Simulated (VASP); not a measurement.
Set up this calculation in VASP 6.6.1, as the native input.

```yaml
Task: single point
Functional: PBEsol
Potentials_or_basis: VASP PAW PBE potentials, release 64 (Hg, Te)
Cutoff: 520 eV
k_mesh: 14 × 14 × 14
Occupations: gaussian, width 0.15 eV
Spin: no spin polarisation
Dipole_correction: no
Further_INCAR_settings: ALGO = Normal; EDIFF = 1e-06; NBANDS = 16
```

The structure of HgTe lies in POSCAR:

```
HgTe
1.0
    0.0000000000      3.3202050000      3.1751475000
    3.3202050000      0.0000000000      3.1751475000
    3.3202050000      3.3202050000      0.0000000000
Hg Te
1 1
Direct
    0.0000000000      0.0000000000      0.0000000000
    0.7500000000      0.7500000000      0.7500000000
```

This cell differs from its parent crystal: strain +0.030 along x and y, -0.015 along z.

One way to write it, as run:

INCAR

```
SYSTEM = HgTe
PREC = Accurate ; ENCUT = 520
EDIFF = 1E-6 ; ISMEAR = 0
SIGMA = 0.15 ; LREAL = .False.
LASPH = .True. ; NELM = 60
ALGO = Normal ; ISIF = 2
LWAVE = .False. ; LCHARG = .True.
GGA = PS ; LELF = .True.
LVHAR = .True. ; NBANDS = 16
```

KPOINTS

```
regular mesh
0
Gamma
  14 14 14
  0 0 0
```

Potentials or basis: VASP PAW PBE potentials, release 64 (Hg, Te).

Launch:

```bash
$ cat potpaw_PBE.64/Hg/POTCAR potpaw_PBE.64/Te/POTCAR > POTCAR
$ mpirun -np 1 vasp_std > vasp.out
```

It gave:

| Item | Value |
| --- | --- |
| Pressure | -0.5 GPa |

Caveat: the cell differs from its parent crystal (strain +0.030 along x and y, -0.015 along z); the PAW data sets were made with another functional, which shifts forces and pressure a little.

Wall time 2.5 min on 1 thread of AMD EPYC 9R45 96-Core Processor (Zen 5), with other jobs on the host, peak memory 0.39 GiB.
